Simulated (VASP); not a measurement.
The system is PbSe.

```xyz
2
Lattice="3.7843 0.0000 0.0000 0.0000 3.7843 0.0000 0.0000 0.0000 3.7843" Properties=species:S:1:pos:R:3 pbc="T T T"
Pb    0.0000    0.0000    0.0000
Se    1.8922    1.8922    1.8922
```

Base run:

```yaml
Program: VASP 6.6.1
Functional: r2SCAN
Potentials_or_basis: VASP PAW PBE potentials, release 64 (Pb_d, Se)
Cutoff: 550 eV
k_mesh: 5 × 5 × 5
Occupations: fermi-dirac, width 0.05 eV
Spin: no spin polarisation
```

Its results: band gap on the k mesh 0.48 eV (least direct gap 1.71 eV); pressure -0.6 GPa.

Q: The run is repeated on the same cell with these changes: k mesh from 5 × 5 × 5 to 6 × 6 × 6. What comes out?

A: Band gap on the k mesh zero (bands 10 and 11 overlap by 0.50 eV); pressure -0.7 GPa.

Caveats: the PAW data sets were made with another functional, which shifts forces and pressure a little; spin-orbit coupling is left out, which moves the levels of the heavy elements; an odd mesh through Γ misses points on the zone boundary, where band edges can lie (at least some runs); semilocal functionals underestimate gaps, so a narrow gap can read as zero (at least some runs).
